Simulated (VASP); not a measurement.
A run of VASP 6.6.1 is set up as follows.

File POSCAR:

```
BN
1.0
    0.0000000000      3.4480760414      2.1368161481
    1.2347160791      0.0000000000      2.1368161481
    1.2347160791      3.4480760414      0.0000000000
N B
1 1
Direct
    0.6666513400      0.6666513400      0.3333486600
    0.0000486500      0.0000486500      0.9999513500
```

File INCAR.step1:

```
PREC = Accurate
ENCUT = 520
ISMEAR = -1
SIGMA = 0.05
LREAL = False
LASPH = True
NELM = 100
NBANDS = 11
GGA = PE
ALGO = Normal
EDIFF = 1E-4
LWAVE = True
LCHARG = False
```

Contents of INCAR.step2:

```
PREC = Accurate
ENCUT = 520
EDIFF = 1E-6
ISMEAR = -1
SIGMA = 0.05
LREAL = False
LASPH = True
NELM = 100
ALGO = Normal
ISIF = 2
LWAVE = False
LCHARG = False
METAGGA = R2SCAN
LMIXTAU = True
NBANDS = 11
ISTART = 1
```

File KPOINTS:

```
regular mesh
0
Gamma
  13 13 13
```

Potentials or basis: VASP PAW PBE potentials, release 64 (N, B).

Command:

```console
$ cat potpaw_PBE.64/N/POTCAR potpaw_PBE.64/B/POTCAR > POTCAR
$ cp INCAR.step1 INCAR
$ mpirun -np 1 vasp_std > vasp.out
$ cp INCAR.step2 INCAR
$ mpirun -np 1 vasp_std > vasp.out
```

(1) Predict the pressure.

(2) Predict the band gap on the k mesh.

Results:

(1) 10.2 GPa.

(2) 4.44 eV (least direct gap 5.46 eV).

Caveat: the stress differs along the axes, from -0 to 15 GPa; the PAW data sets were made with another functional, which shifts forces and pressure a little.
